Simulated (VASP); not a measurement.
**BN (Qingsongite): single point with LDA**

The system is BN (Qingsongite).

```
B N
1.0
     0.00000    1.77060    1.77060
     1.77060    0.00000    1.77060
     1.77060    1.77060    0.00000
B N
1 1
Direct
  0.00000 0.00000 0.00000
  0.25000 0.25000 0.25000
```

```
Program             : VASP 6.6.1
Task                : single point
Functional          : LDA
Potentials or basis : VASP PAW LDA potentials, release 64 (B, N)
Cutoff              : 520 eV
k mesh              : 8 × 8 × 8
Occupations         : gaussian, width 0.01 eV
Spin                : no spin polarisation
```

| Quantity | Value |
| --- | --- |
| Pressure | 15.3 GPa |
| Band gap on the k mesh | 4.41 eV, indirect (least direct gap 8.97 eV) |

Levels at points of the mesh, in eV from the valence-band top:
| k point | band 1 | band 2 | band 3 | band 4 | band 5 | band 6 | band 7 | band 8 | band 9 |
| --- | --- | --- | --- | --- | --- | --- | --- | --- | --- |
| (0.00, 0.00, 0.00) | -20.79 | 0.00 | 0.00 | 0.00 | 8.97 | 8.97 | 8.97 | 11.46 | 25.67 |
| (0.50, 0.00, 0.00) | -16.21 | -11.29 | -2.07 | -2.07 | 10.90 | 10.90 | 11.03 | 15.65 | 24.00 |
| (0.50, 0.50, 0.00) | -14.74 | -9.30 | -5.24 | -5.24 | 4.41 | 9.49 | 18.66 | 18.66 | 21.60 |

Run time: 2.3 s on 1 thread of Intel(R) Xeon(R) 6975P-C (Granite Rapids), with other jobs on the host, peak memory 0.11 GiB.

A k mesh can miss the band edges.
